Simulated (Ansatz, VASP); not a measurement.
## Zr3S2: VASP beside Ansatz

Contents of INCAR:

```
  PREC = Accurate
  ENCUT = 520
  EDIFF = 1E-7
  ISMEAR = 0
  SIGMA = 0.15
  LREAL = F
  LASPH = T
  NELM = 80
  ALGO = Normal
  ISIF = 2
  LWAVE = F
  LCHARG = T
  GGA = PE
  LELF = T
  LVHAR = T
  NBANDS = 32
```

File KPOINTS:

```
Automatic mesh
0
Gamma
  6 6 6
```

File POSCAR:

```
Zr3S2
1.0
    2.8952118356      1.6715513327      3.4803742111
   -2.8952118356      1.6715513327      3.4803742111
    0.0000000000     -3.3431026653      3.4803742111
Zr S
3 2
Direct
    0.1621066362      0.8378933638      0.5000000000
    0.5000000000      0.1621066362      0.8378933638
    0.8378933638      0.5000000000      0.1621066362
    0.3347765466      0.3347765466      0.3347765466
    0.6652234534      0.6652234534      0.6652234534
```

Input for Ansatz:

```yaml
crystal:
  lattice:
    - [2.8952118356, 1.6715513327, 3.4803742111]
    - [-2.8952118356, 1.6715513327, 3.4803742111]
    - [0.0, -3.3431026653, 3.4803742111]
  atoms:
    - { symbol: Zr, position: [0.1621066362, 0.8378933638, 0.5] }
    - { symbol: Zr, position: [0.5, 0.1621066362, 0.8378933638] }
    - { symbol: Zr, position: [0.8378933638, 0.5, 0.1621066362] }
    - { symbol: S, position: [0.3347765466, 0.3347765466, 0.3347765466] }
    - { symbol: S, position: [0.6652234534, 0.6652234534, 0.6652234534] }
basis:
  ecutwfc: 420
kpoints:
  mp_grid: { grid: [6, 6, 6] }
hamiltonian:
  xc: pbe
scf:
  occupations: { method: gaussian, width: 0.15 }
output:
  forces: true
  stress: true
  eigenvalues: true
```

Alike in both runs: task single point; functional PBE; k mesh 6 × 6 × 6; occupations gaussian, width 0.15 eV; no spin polarisation.

```csv
,VASP,Ansatz
version,VASP 6.6.1,Ansatz 0.2.0
potentials or method,"VASP PAW PBE potentials, release 64 (Zr_sv, S), cutoff 520 eV","scalar-relativistic, plane waves, PAW"
valence electrons in the cell,48,48
```

VASP gave:

- gap on the k mesh at the Fermi level (eV): none
- pressure (GPa): 0.0
- traceless stress, the component that is largest in VASP (GPa): 0.08
- rms of the force components (eV/Å): 0.006

Problem. Estimate Ansatz's values.

Solution. gap on the k mesh at the Fermi level (eV): none; pressure (GPa): 0.0; traceless stress, the component that is largest in VASP (GPa): 0.04; rms of the force components (eV/Å): 0.005.

Atom by atom the forces differ by 0.001 eV/Å (rms over components). A gap of «none» marks a metal or a gap that the smearing closes.
